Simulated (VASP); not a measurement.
Wanted: the native input for a VASP 6.6.1 run.

| Quantity | Value |
| --- | --- |
| Task | single point |
| Functional | PBEsol |
| Potentials or basis | VASP PAW PBE potentials, release 64 (Mg, O) |
| Cutoff | 600 eV |
| k mesh | 7 × 7 × 7 |
| Occupations | fermi-dirac, width 0.2 eV |
| Spin | no spin polarisation |
| Dipole correction | no |
| Further INCAR settings | ALGO = Normal; EDIFF = 1e-06; NBANDS = 11 |

The structure of MgO (Periclase) lies in POSCAR:

```
MgO
1.0
    0.0000000000      2.1085000000      2.1085000000
    2.1085000000      0.0000000000      2.1085000000
    2.1085000000      2.1085000000      0.0000000000
Mg O
1 1
Direct
    0.0000000000      0.0000000000      0.0000000000
    0.5000000000      0.5000000000      0.5000000000
```

One way to write it, as run:

INCAR

```
ALGO = Normal ; EDIFF = 1E-6
ENCUT = 600 ; GGA = PS
GGA_COMPAT = F ; ISIF = 2
ISMEAR = -1 ; LASPH = T
LCHARG = F ; LREAL = F
LWAVE = F ; NBANDS = 11
NELM = 120 ; PREC = Accurate
SIGMA = 0.2
```

KPOINTS

```
k-points
0
Gamma
  7 7 7
```

Potentials or basis: VASP PAW PBE potentials, release 64 (Mg, O).

Launch:

```bash
$ cat potpaw_PBE.64/Mg/POTCAR potpaw_PBE.64/O/POTCAR > POTCAR
$ mpirun -np 1 vasp_std > vasp.out
```

It gave:

```json
{"Pressure": "-1.0 GPa", "Band gap on the k mesh": "4.60 eV, direct"}
```

Caveat: the PAW data sets were made with another functional, which shifts forces and pressure a little.

It took 2.5 s on 1 thread of Intel(R) Xeon(R) 6975P-C (Granite Rapids), on a shared host, peak memory 0.13 GiB.
